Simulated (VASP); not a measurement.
Set up this calculation in VASP 6.6.1, as the native input.

- Task: relaxation of cell and atoms
- Functional: revPBE
- Potentials or basis: VASP PAW PBE potentials, release 64 (Li_sv)
- Cutoff: 600 eV
- k mesh: 12 × 12 × 8
- Occupations: fermi-dirac, width 0.1 eV
- Spin: no spin polarisation
- Dipole correction: no
- Further INCAR settings: ALGO = Normal; EDIFF = 1e-06; ISYM = 0; IBRION = 2; EDIFFG = -0.01; NSW = 80; ISIF = 3

The structure of Li lies in POSCAR:

```
Li
1.0
   -2.7491560018      2.7491560018      1.5010391770
    2.7491560018     -2.7491560018      1.5010391770
    2.7491560018      2.7491560018     -1.5010391770
Li
2
Direct
    0.0000000000      0.0000000000      0.0000000000
    0.7500000000      0.2500000000      0.5000000000
```

The input as run:

INCAR

```
SYSTEM = Li
PREC     = Accurate       ! precision mode
ENCUT    = 600            ! plane-wave cutoff, eV
EDIFF    = 1E-6           ! SCF threshold, eV
ISMEAR   = -1             ! smearing method
SIGMA    = 0.1            ! smearing width, eV
LREAL    = .False.        ! projectors in reciprocal space
LASPH    = .True.         ! aspherical terms in the spheres
NELM     = 80             ! most SCF steps
ALGO     = Normal         ! electronic algorithm
ISIF     = 3              ! what is computed and relaxed
LWAVE    = .False.        ! write WAVECAR
LCHARG   = .False.        ! write CHGCAR
GGA      = RE             ! functional
IBRION   = 2              ! ionic algorithm
NSW      = 80             ! ionic steps
EDIFFG   = -0.01          ! ionic threshold
ISYM     = 0
```

KPOINTS

```
regular mesh
0
Gamma
  12 12 8
  0 0 0
```

Potentials or basis: VASP PAW PBE potentials, release 64 (Li_sv).

Run with:

```bash
$ cat potpaw_PBE.64/Li_sv/POTCAR > POTCAR
$ mpirun -np 1 vasp_std > vasp.out
```

Results of the run:

The relaxed volume is 20.93 Å³/atom and the relaxed cell is a = 4.061 Å, b = 4.061 Å, c = 4.066 Å, α = 97.37°, β = 97.37°, γ = 138.03°. The space group after relaxing (to 0.1 Å) is I4_1/amd (No. 141), the energy gained by relaxing is 4.8 meV/atom and the ionic steps are 4. The pressure after relaxing is 0.0 GPa. The band gap on the k mesh is zero (bands 3 and 4 overlap by 2.78 eV).

Caveat: the cutoff is under 1.25 times the usual one of these potentials, so pressure, stress and relaxed cells hold a basis-set (Pulay) error; the PAW data sets were made with another functional, which shifts forces and pressure a little.

Wall time 20 min on 1 thread of AMD EPYC 7R13 (shared host), peak memory 0.31 GiB.
